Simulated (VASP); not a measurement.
The system is Bi.

```
CELL_PARAMETERS angstrom
-1.98143 1.98143 1.98143
1.98143 -1.98143 1.98143
1.98143 1.98143 -1.98143
ATOMIC_POSITIONS crystal
Bi 0.00000 0.00000 0.00000
```

* Program: VASP 6.6.1
* Task: relaxation of cell and atoms
* Functional: revPBE
* Dispersion: D4
* Potentials or basis: VASP PAW PBE potentials, release 64 (Bi_d)
* Cutoff: 600 eV
* k mesh: 9 × 9 × 9
* Occupations: fermi-dirac, width 0.05 eV
* Spin: no spin polarisation

At the start: pressure -1.9 GPa; volume 31.12 Å³/atom.

Question: Where does the relaxation end?

Answer: Over 3 steps the energy falls by 6.7 meV/atom and the volume is 30.03 Å³/atom (-3.5 %); space group Im-3m (No. 229, to 0.05 Å).

The path:
```csv
step,energy change (eV),largest force (eV/Å),pressure (GPa),volume (Å³)
1,0.0000,0.0000,-1.93,31.12
2,-0.0047,0.0000,1.14,29.46
3,-0.0067,0.0000,0.02,30.03
```

Final structure:
```
Bi
1.0
    -1.95815    1.95815    1.95815
     1.95815   -1.95815    1.95815
     1.95815    1.95815   -1.95815
Bi
1
Cartesian
  0.0000 0.0000 0.0000
```

Caveat: the PAW data sets were made with another functional, which shifts forces and pressure a little; pairwise dispersion overbinds metals, which lowers pressure and volume.
